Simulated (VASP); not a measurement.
# BN (P1) in VASP: notebook

Runs on BN. Level: PBE0. Tasks: single point.

Program: VASP 6.6.1. These are calculated values, not measurements. Logs are shortened: lines on timing, memory, paths and dates and some standing lists are left out, and cuts for length are marked.

### Step 1. The cell of the first run

The typed cell holds 2 atoms: a = 2.508 Å, b = 2.508 Å, c = 3.274 Å, α = 101.11°, β = 101.11°, γ = 119.81°.

### Step 2. Single point, PBE0

The input, POSCAR:

```
BN
1.0
    2.5080409239      0.0000000000      0.0000000000
   -1.2467107647      2.1762310413      0.0000000000
   -0.6306650796     -1.0881155206      3.0225400000
N B
1 1
Direct
    0.6685060000      0.3323850000      0.9849990000
    0.9796430000      0.9834990000      0.0018060000
```

The input, INCAR.step1:

```
PREC     = Accurate       # precision mode
ENCUT    = 520            # plane-wave cutoff, eV
EDIFF    = 1E-5           # SCF threshold, eV
ISMEAR   = -1             # smearing method
SIGMA    = 0.05           # smearing width, eV
LREAL    = F              # projectors in reciprocal space
LASPH    = T              # aspherical terms in the spheres
NELM     = 100            # most SCF steps
ALGO     = Normal         # electronic algorithm
ISIF     = 2              # what is computed and relaxed
LWAVE    = T              # write WAVECAR
LCHARG   = F              # write CHGCAR
NBANDS   = 11             # bands
GGA      = PE             # functional
```

The input, INCAR.step2:

```
PREC     = Accurate       # precision mode
ENCUT    = 520            # plane-wave cutoff, eV
EDIFF    = 1E-7           # SCF threshold, eV
ISMEAR   = -1             # smearing method
SIGMA    = 0.05           # smearing width, eV
LREAL    = F              # projectors in reciprocal space
LASPH    = T              # aspherical terms in the spheres
NELM     = 100            # most SCF steps
ALGO     = Normal         # electronic algorithm
ISIF     = 2              # what is computed and relaxed
LWAVE    = F              # write WAVECAR
LCHARG   = F              # write CHGCAR
GGA      = PE             # functional
LHFCALC  = T              # exact exchange
AEXX     = 0.25           # exact-exchange fraction
PRECFOCK = Normal       
NBANDS   = 11             # bands
ISTART   = 1
```

The input, KPOINTS:

```
Automatic mesh
0
Gamma
  6 6 4
```

Potentials or basis: VASP PAW PBE potentials, release 64 (N, B).

The run is started by

```
> cat potpaw_PBE.64/N/POTCAR potpaw_PBE.64/B/POTCAR > POTCAR
> cp INCAR.step1 INCAR
> mpirun -np 1 vasp_std > vasp.out
> cp INCAR.step2 INCAR
> mpirun -np 1 vasp_std > vasp.out
```

OUTCAR:

```text
PREC = Accurate
   ENCUT = 520
   EDIFF = 1E-7
   ISMEAR = -1
   LREAL = F
   LASPH = T
   NELM = 100
   ISIF = 2
   GGA = PE
   LHFCALC = T
   AEXX = 0.25
   PRECFOCK = Normal
   ISTART = 1

 ion  position               nearest neighbor table
   1  0.669  0.332  0.985-   2 1.40   2 1.43   2 1.52
   2  0.980  0.983  0.002-   1 1.40   1 1.43   1 1.52

  LATTYP: Found a face centered orthorhombic cell.
 ALAT       =     2.5153400000
 B/A-ratio  =     1.7253460765
 C/A-ratio  =     2.4032854405

  Lattice vectors:

 A1 = (  -1.8773758443,   1.0881155207,   3.0225400000)
 A2 = (   0.6306650796,   1.0881155207,   3.0225400000)
 A3 = (  -1.2467107647,   2.1762310413,   0.0000000000)

Analysis of symmetry for initial positions (statically):
=====================================================================
 Subroutine PRICEL returns:
 Original cell was already a primitive cell.

 Routine SETGRP: Setting up the symmetry group for a
 face centered orthorhombic supercell.

 Subroutine GETGRP returns: Found  1 space group operations
 (whereof  1 operations were pure point group operations)
 out of a pool of  8 trial point group operations.

The static configuration has the point symmetry C_1 .

Analysis of symmetry for dynamics (positions and initial velocities):
=====================================================================
 Subroutine PRICEL returns:
 Original cell was already a primitive cell.

 Routine SETGRP: Setting up the symmetry group for a
 face centered orthorhombic supercell.

 Subroutine GETGRP returns: Found  1 space group operations
 (whereof  1 operations were pure point group operations)
 out of a pool of  8 trial point group operations.

The dynamic configuration has the point symmetry C_1 .

 Subroutine INISYM returns: Found  1 space group operations
 (whereof  1 operations are pure point group operations),
 and found     1 'primitive' translations

----------------------------------------------------------------------------------------

                                     Primitive cell

  volume of cell :      16.4973

  direct lattice vectors                    reciprocal lattice vectors
     2.508040924  0.000000000  0.000000000     0.398717577  0.228415773  0.165423783
    -1.246710765  2.176231041  0.000000000     0.000000000  0.459510034  0.165423783
    -0.630665080 -1.088115521  3.022540000     0.000000000  0.000000000  0.330847565

  length of vectors
     2.508040924  2.508040924  3.273756540     0.488379462  0.488379462  0.330847565

  position of ions in fractional coordinates (direct lattice)
     0.668506000  0.332385000  0.984999000
     0.979643000  0.983499000  0.001806000

  ion indices of the primitive-cell ions
   primitive index   ion index
                 1           1
                 2           2

----------------------------------------------------------------------------------------

 KPOINTS: Automatic mesh

Automatic generation of k-mesh.
 Grid dimensions read from file:
 generate k-points for:    6    6    4

 Generating k-lattice:

  Cartesian coordinates                     Fractional coordinates (reciprocal lattice)
     0.066452929  0.038069295  0.027570630     0.166666667 -0.000000000  0.000000000
     0.000000000  0.076585006  0.027570630     0.000000000  0.166666667  0.000000000
     0.000000000  0.000000000  0.082711891     0.000000000  0.000000000  0.250000000

  Length of vectors
     0.081396577  0.081396577  0.082711891

  Shift w.r.t. Gamma in fractional coordinates (k-lattice)
     0.000000000  0.000000000  0.000000000

 -----------------------------------------------------------------------------
|                                                                             |
|           W    W    AA    RRRRR   N    N  II  N    N   GGGG   !!!           |
|           W    W   A  A   R    R  NN   N  II  NN   N  G    G  !!!           |
|           W    W  A    A  R    R  N N  N  II  N N  N  G       !!!           |
|           W WW W  AAAAAA  RRRRR   N  N N  II  N  N N  G  GGG   !            |
|           WW  WW  A    A  R   R   N   NN  II  N   NN  G    G                |
|           W    W  A    A  R    R  N    N  II  N    N   GGGG   !!!           |
|                                                                             |
|     Your reciprocal lattice and k-lattice belong to different lattice       |
|     classes:                                                                |
|                                                                             |
|        The reciprocal lattice is body-centered orthorhombic,                |
|        whereas your k-lattice is base-centered monoclinic.                  |
|                                                                             |
|     Results are often still useful ...                                      |
|                                                                             |
 -----------------------------------------------------------------------------

 WARNING: IBZKPT: internal override: KBLOWUP is changed to .FALSE.
      ... skipping the blow-up phase ...

 Subroutine IBZKPT returns following result:
 ===========================================

 Found     76 irreducible k-points:

 Following reciprocal coordinates:
            Coordinates               Weight
  0.000000  0.000000  0.000000      1.000000
  0.166667  0.000000  0.000000      2.000000
  0.333333  0.000000  0.000000      2.000000
  0.500000  0.000000  0.000000      1.000000
  0.000000  0.166667  0.000000      2.000000
  0.166667  0.166667  0.000000      2.000000
[... 16 lines left out ...]
  0.333333  0.000000  0.250000      2.000000
  0.500000  0.000000  0.250000      2.000000
 [... further k-points ...]
   k-points           NKPTS =     76   k-points in BZ     NKDIM =    144   number of bands    NBANDS=     11
   number of dos      NEDOS =    301   number of ions     NIONS =      2
   total plane-waves  NPLWV =   9600
   dimension x,y,z NGX =    20 NGY =   20 NGZ =   24
   dimension x,y,z NGXF=    40 NGYF=   40 NGZF=   48
   ions per type =               1   1
   NGX,Y,Z   is equivalent  to a cutoff of  13.26, 13.26, 12.19 a.u.
   NGXF,Y,Z  is equivalent  to a cutoff of  26.51, 26.51, 24.38 a.u.
 SYSTEM =  unknown system
   PREC   = accura    normal or accurate (medium, high low for compatibility)
   ISTART =      1    job   : 0-new  1-cont  2-samecut
   ICHARG =      0    charge: 1-file 2-atom 10-const
   ISPIN  =      1    spin polarized calculation?
   LNONCOLLINEAR =      F non collinear calculations
   LSORBIT =      F    spin-orbit coupling
   LASPH  =      T    aspherical Exc in radial PAW
   ENCUT  =  520.0 eV  38.22 Ry    6.18 a.u.   4.66  4.66  6.09*2*pi/ulx,y,z
   NELM   =    100;   NELMIN=  2; NELMDL=  0     # of ELM steps
   EDIFF  = 0.1E-06   stopping-criterion for ELM
   LREAL  =      F    real-space projection
   EDIFFG = 0.1E-05   stopping-criterion for IOM
   NSW    =      0    number of steps for IOM
   IBRION =     -1    ionic relax: 0-MD 1-quasi-New 2-CG
   NFREE  =      0    steps in history (QN), initial steepest desc. (CG)
   ISIF   =      2    stress and relaxation
   ISYM   =      3    0-nonsym 1-usesym 2-fastsym
   POTIM  = 0.5000    time-step for ionic-motion
   TEBEG  =    0.0;   TEEND  =   0.0 temperature during run
   PSTRESS=    0.0 pullay stress
   NELECT =       8.0000    total number of electrons
   NUPDOWN=      -1.0000    fix difference up-down
   EMIN   =  10.00;   EMAX   =-10.00  energy-range for DOS
   EFERMI =   0.00;   METHOD = LEGACY
   ISMEAR =    -1;   SIGMA  =   0.05  broadening in eV -4-tet -1-fermi 0-gaus
   EFERMI_NEDOS =   21; number of points for ismear=-14 and -15
   IALGO  =     38    algorithm
   IMIX   =      1    mixing-type and parameters
     AMIX     =   0.40;   BMIX     =  1.00
     AMIX_MAG =   1.60;   BMIX_MAG =  1.00
  volume/ion in A,a.u.               =       8.25        55.66
  Fermi-wavevector in a.u.,A,eV,Ry     =   1.286178  2.430523 22.507475  1.654253
  Thomas-Fermi vector in A             =   2.418268
   LORBIT       =      0    0 simple, 1 ext, 2 COOP (PROOUT), +10 PAW based schemes
   GGA     = PE    functional components
   LHFCALC =     T    Hartree Fock is set to
   PRECFOCK=normal    Normal, Fast or Accurate (Low or Medium for compatibility)
   ENCUT4O =  -1.0   cutoff for four orbital integrals eV
   NKREDX  =     1    reduce k-point grid by
   NKREDY  =     1    reduce k-point grid by
   NKREDZ  =     1    reduce k-point grid by
   AEXX    =    0.2500 exact exchange contribution
   HFSCREEN=    0.0000 screening length (either q_TF or 0.3 A-1)
   HFSCREENC=   0.0000 screening length for correlation (either q_TF or 0.3 A-1)
   ENCUTFOCK=  -1.0 apply spherical cutoff to Coloumb kernel
   IVDW    =     0    specifies the selected vdW correction
   LEPSILON=     F    determine dielectric tensor
   LRPA    =     F    only Hartree local field effects (RPA)
 non-spin polarized calculation
  energy-cutoff  :      520.00
  volume of cell :       16.50
 maximum number of plane-waves:       460
 NGX is ok and might be reduce to    20
  NGX = 14; NGY = 14; NGZ = 20

 number of electron       8.0000000 magnetization

 Free energy of the ion-electron system (eV)
  ---------------------------------------------------
  ext. energy  EPLUGINS =         0.00000000
  ---------------------------------------------------
  free energy    TOTEN  =       -21.18127493 eV

  energy without entropy =      -21.18127493  energy(sigma->0) =      -21.18127493

 E-fermi :   3.0593     XC(G=0):  -8.4209

 val. band max:        2.0682648575   @ k =   0.5000   0.5000   0.0000
 cond. band min:       6.9982167949   @ k =   0.5000   0.5000   0.5000
 fundamental gap:      4.9299519375
 Fermi energy:         3.0592750033

 k-point     1 :       0.0000    0.0000    0.0000
  band No.  band energies     occupation
      1     -17.9117      2.00000
      2      -1.9539      2.00000
      3      -0.5893      2.00000
      4       1.1857      2.00000
      5       9.6679      0.00000
      6      14.9126      0.00000
      7      17.0507      0.00000
      8      18.1392      0.00000
      9      19.7095      0.00000
     10      30.1089      0.00000
     11      31.9287      0.00000

 k-point     2 :       0.1667    0.0000    0.0000
  band No.  band energies     occupation
      1     -17.2807      2.00000
      2      -1.6549      2.00000
      3      -1.4727      2.00000
      4      -1.0819      2.00000
      5      11.0163      0.00000
      6      15.1207      0.00000
      7      16.1906      0.00000
      8      19.2200      0.00000
      9      21.0947      0.00000
     10      26.7403      0.00000
     11      30.7780      0.00000
[... 295 lines left out ...]
 k-point    24 :       0.5000    0.0000    0.2500
  band No.  band energies     occupation
      1     -14.2252      2.00000
      2      -7.7720      2.00000
      3      -3.1800      2.00000
      4       0.3410      2.00000
      5       9.7291      0.00000
      6      13.7214      0.00000
      7      17.9306      0.00000
      8      21.3601      0.00000
      9      26.4946      0.00000
     10      27.0952      0.00000
     11      28.4164      0.00000

 [... further k-points ...]

------------------------ aborting loop because EDIFF is reached ----------------------------------------

  FORCE on cell =-STRESS in cart. coord.  units (eV):
  Direction    XX          YY          ZZ          XY          YZ          ZX
  --------------------------------------------------------------------------------------
  -------------------------------------------------------------------------------------
  Total       -1.0413503      0.1410794      0.7357787     -0.4896265      0.1204944      0.0581861
  in kB     -101.1336691     13.7013190     71.4572205    -47.5514550     11.7021511      5.6509068
  external PRESSURE =      -5.3250432 kB  Pullay stress =       0.0000000 kB

 VOLUME and BASIS-vectors are now :
 -----------------------------------------------------------------------------
  energy-cutoff  :      520.00
  volume of cell :       16.50
      direct lattice vectors                 reciprocal lattice vectors
     2.508040924  0.000000000  0.000000000     0.398717577  0.228415773  0.165423783
    -1.246710765  2.176231041  0.000000000     0.000000000  0.459510034  0.165423783
    -0.630665080 -1.088115521  3.022540000     0.000000000  0.000000000  0.330847565

 POSITION                                       TOTAL-FORCE (eV/Angst)
 -----------------------------------------------------------------------------------
      0.64105     -0.34845      2.97720        -1.711228     -2.134952      0.644554
      1.22971      2.13836      0.00546         1.711228      2.134952     -0.644554
 -----------------------------------------------------------------------------------
    total drift:                               -0.000111      0.000019     -0.000073

  FREE ENERGIE OF THE ION-ELECTRON SYSTEM (eV)
  ---------------------------------------------------
  free  energy   TOTEN  =       -21.1812749344 eV

  energy  without entropy=      -21.1812749344  energy(sigma->0) =      -21.18127493
```

Wall time 5.6 min (1 thread of AMD EPYC 9R45 (Zen 5), shared host); peak memory 0.11 GiB.

Results:

* Free energy: -21.1813 eV
* Pressure: -0.5 GPa
* Largest force: 2.811 eV/Å
* Band gap on the k mesh: 4.93 eV (least direct gap 6.67 eV)

Forces in eV/Å, atoms in the order of the input:
```
N   -1.711 -2.135  0.645
B    1.711  2.135 -0.645
```

Stress tensor (GPa, compression positive):
```
-10.11  -4.76   0.57
 -4.76   1.37   1.17
  0.57   1.17   7.15
```

Caveat: the k points lie up to 0.52 Å⁻¹ apart; the PAW data sets were made with another functional, which shifts forces and pressure a little.

[end of part 1 of 2]
